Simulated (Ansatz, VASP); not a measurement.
**ZnSe in VASP and in Ansatz**

File INCAR:

```
PREC = Accurate ; ENCUT = 520
EDIFF = 1E-7 ; ISMEAR = 0
SIGMA = 0.05 ; LREAL = False
LASPH = True ; NELM = 100
ALGO = Normal ; ISIF = 2
LWAVE = False ; LCHARG = True
GGA = PS ; LELF = True
LVHAR = True ; NBANDS = 26
```

The input KPOINTS:

```
regular mesh
0
Gamma
  8 8 6
```

POSCAR

```
ZnSe
1.0
    3.8287309347      0.0000000000      0.0000000000
    0.0000000000      3.8287309347      0.0000000000
    0.0000000000      0.0000000000      5.2575926485
Zn Se
2 2
Direct
    0.0000000000      0.0000000000      0.0000000000
    0.5000000000      0.5000000000      0.0000000000
    0.0000000000      0.5000000000      0.2500800731
    0.5000000000      0.0000000000      0.7499199269
```

Input for Ansatz:

```yaml
crystal:
  lattice:
    - [3.8287309347, 0.0, 0.0]
    - [0.0, 3.8287309347, 0.0]
    - [0.0, 0.0, 5.2575926485]
  atoms:
    - { symbol: Zn, position: [0.0, 0.0, 0.0] }
    - { symbol: Zn, position: [0.5, 0.5, 0.0] }
    - { symbol: Se, position: [0.0, 0.5, 0.2500800731] }
    - { symbol: Se, position: [0.5, 0.0, 0.7499199269] }
basis:
  ecutwfc: 520.0
kpoints:
  mp_grid: { grid: [8, 8, 6] }
hamiltonian:
  xc: pbesol
  pseudopotentials: { kind: paw, azcp: { folder: soft_1 } }
scf:
  occupations: { method: gaussian, width: 0.05 }
output:
  forces: true
  stress: true
  eigenvalues: true
```

Alike in both runs: task single point; functional PBEsol; k mesh 8 × 8 × 6; occupations gaussian, width 0.05 eV; no spin polarisation.

|  | VASP | Ansatz |
| --- | --- | --- |
| version | VASP 6.6.1 | Ansatz 0.2.0 |
| potentials or method | VASP PAW PBE potentials, release 64 (Zn, Se), cutoff 520 eV | scalar-relativistic, plane waves, PAW |
| valence electrons in the cell | 36 | 56 |

Ansatz gave:

| Quantity | Value |
| --- | --- |
| gap on the k mesh at the Fermi level (eV) | 1.53 |
| least direct gap on the mesh (eV) | 1.53 |
| pressure (GPa) | 19.9 |
| traceless stress, the component that is largest in VASP (GPa) | -0.78 |
| rms of the force components (eV/Å) | 1.378 |

Question: Which values does VASP return?

Answer: gap on the k mesh at the Fermi level (eV): 1.51; least direct gap on the mesh (eV): 1.51; pressure (GPa): 20.6; traceless stress, the component that is largest in VASP (GPa): -0.82; rms of the force components (eV/Å): 1.419.

VASP's potentials were made for PBE, not for PBEsol, and Ansatz warns of the same on its side. Atom by atom the forces differ by 0.041 eV/Å (rms over components). VASP's potentials hold 36 valence electrons a cell and Ansatz's 56, so a difference there can come from the potentials and not from the codes.
